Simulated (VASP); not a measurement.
Set up this calculation in VASP 6.6.1, as the native input.

- Task: single point
- Functional: PBE
- Potentials or basis: VASP PAW PBE potentials, release 64 (Li_sv, H)
- Cutoff: 520 eV
- k mesh: 6 × 6 × 4
- Occupations: gaussian, width 0.1 eV
- Spin: no spin polarisation
- Dipole correction: no
- Further INCAR settings: ALGO = Normal; EDIFF = 1e-06; NBANDS = 10

The structure of Li2H lies in POSCAR:

```
Li2H
1.0
    2.7938444363     -0.0000000024      0.0000000000
   -1.3969222161      2.4195402573      0.0000000000
    0.0000000000      0.0000000000      5.2273541437
Li H
2 1
Direct
    0.0000000000      0.0000000000      0.7609126537
    0.0000000000      0.0000000000      0.2390873463
    0.3333333333      0.6666666667      0.0000000000
```

This cell differs from its parent crystal: atoms taken out.

The input as run:

INCAR

```
SYSTEM = Li2H
ALGO = Normal ; EDIFF = 1E-6
ENCUT = 520 ; GGA = PE
ISIF = 2 ; ISMEAR = 0
LASPH = .True. ; LCHARG = .False.
LREAL = .False. ; LWAVE = .False.
NBANDS = 10 ; NELM = 60
PREC = Accurate ; SIGMA = 0.1
```

KPOINTS

```
k-points
0
Gamma
  6 6 4
  0 0 0
```

Potentials or basis: VASP PAW PBE potentials, release 64 (Li_sv, H).

The run is started by

```console
$ cat potpaw_PBE.64/Li_sv/POTCAR potpaw_PBE.64/H/POTCAR > POTCAR
$ mpirun -np 1 vasp_std > vasp.out
```

Results of the run:

The band gap on the k mesh is zero (an odd number of electrons rules out a gap without spin polarisation).

Caveat: the k points lie up to 0.43 Å⁻¹ apart, too coarse for converged energies and pressures of a metal; the cell differs from its parent crystal (atoms taken out).

Run time: 9.1 s on 1 thread of Oxide Virtual Turin-like Processor, with other jobs on the host, peak memory 0.12 GiB.
